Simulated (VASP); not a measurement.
Runs of VASP 6.6.1 on Pd. The structure is that of space group P6_3/mmc (No. 194), or close to it. The cells are those of the table. 

```csv
task,cell,gap on the mesh (eV),pressure (GPa),relaxed volume (Å³/atom)
single point,"a = 2.704, b = 2.704, c = 4.502 Å, angles 90.0, 90.0, 120.0°, 2 atoms",none,0.3,-
relaxation of cell and atoms,"relaxed from a = 2.750, b = 2.750, c = 4.491 Å, angles 90.0, 90.0, 120.0°, 2 atoms",none,0.1,(a)
relaxation of cell and atoms,"relaxed from a = 2.704, b = 2.704, c = 4.502 Å, angles 90.0, 90.0, 120.0°, 2 atoms",none,0.0,14.28
single point,"a = 2.713, b = 2.713, c = 4.517 Å, angles 90.0, 90.0, 120.0°, 2 atoms",none,(b),-
single point,"a = 2.695, b = 2.695, c = 4.487 Å, angles 90.0, 90.0, 120.0°, 2 atoms",none,2.6,-
```

Alike in all rows: level LDA; potentials or basis VASP PAW LDA potentials, release 64 (Pd); no spin polarisation; k mesh 7 × 7 × 4; cutoff (eV) 500; smearing fermi-dirac 0.1 eV.

Estimate the missing entries.

(a) 14.27; (b) -1.8.

Caveats: all runs use coarse meshes.

A k mesh can miss the band edges, and the runs leave out spin-orbit coupling on Pd.

A gap of «none» marks levels without a gap at the run's occupations.
